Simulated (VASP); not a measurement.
Set up this calculation in VASP 6.6.1, as the native input.

```
Task                   : single point
Functional             : r2SCAN
Potentials or basis    : VASP PAW PBE potentials, release 64 (V_sv)
Cutoff                 : 520 eV
k mesh                 : 16 × 16 × 8
Occupations            : fermi-dirac, width 0.1 eV
Spin                   : no spin polarisation
Dipole correction      : no
Further INCAR settings : ALGO = Normal; EDIFF = 1e-06; NBANDS = 20
```

The system is V.

```
V
1.0
     2.49259    0.00000    0.00000
    -1.24630    2.15865    0.00000
     0.00000    0.00000    4.46877
V
2
Direct
  0.33333 0.66667 0.25000
  0.66667 0.33333 0.75000
```

This isn't the form of V at room conditions, which is bcc.

The input as run:

POSCAR

```
V
1.0
    2.4925914783      0.0000000000      0.0000000000
   -1.2462957392      2.1586475415      0.0000000000
    0.0000000000      0.0000000000      4.4687703171
V
2
Direct
    0.3333333333      0.6666666667      0.2500000000
    0.6666666667      0.3333333333      0.7500000000
```

INCAR.step1

```
SYSTEM = V
PREC = Accurate
ENCUT = 520
ISMEAR = -1
SIGMA = 0.1
LREAL = .FALSE.
LASPH = .TRUE.
NELM = 60
NBANDS = 20
GGA = PE
ALGO = Normal
EDIFF = 1E-4
LWAVE = .TRUE.
LCHARG = .FALSE.
```

INCAR.step2

```
SYSTEM = V
PREC = Accurate
ENCUT = 520
EDIFF = 1E-6
ISMEAR = -1
SIGMA = 0.1
LREAL = .FALSE.
LASPH = .TRUE.
NELM = 60
ALGO = Normal
ISIF = 2
LWAVE = .FALSE.
LCHARG = .FALSE.
METAGGA = R2SCAN
LMIXTAU = .TRUE.
NBANDS = 20
ISTART = 1
```

KPOINTS

```
Automatic mesh
0
G
  16 16 8
  0 0 0
```

Potentials or basis: VASP PAW PBE potentials, release 64 (V_sv).

The run is started by

```sh
$ cat potpaw_PBE.64/V_sv/POTCAR > POTCAR
$ cp INCAR.step1 INCAR
$ mpirun -np 1 vasp_std > vasp.out
$ cp INCAR.step2 INCAR
$ mpirun -np 1 vasp_std > vasp.out
```

Results of the run:

The pressure is 30.7 GPa and the band gap on the k mesh is zero (bands 13 and 14 overlap by 2.75 eV).

Caveat: the cell stands under pressure; the PAW data sets were made with another functional, which shifts forces and pressure a little.

Run time: 7.4 min on 1 thread of Intel Xeon 8259CL, on a shared host, peak memory 0.18 GiB.
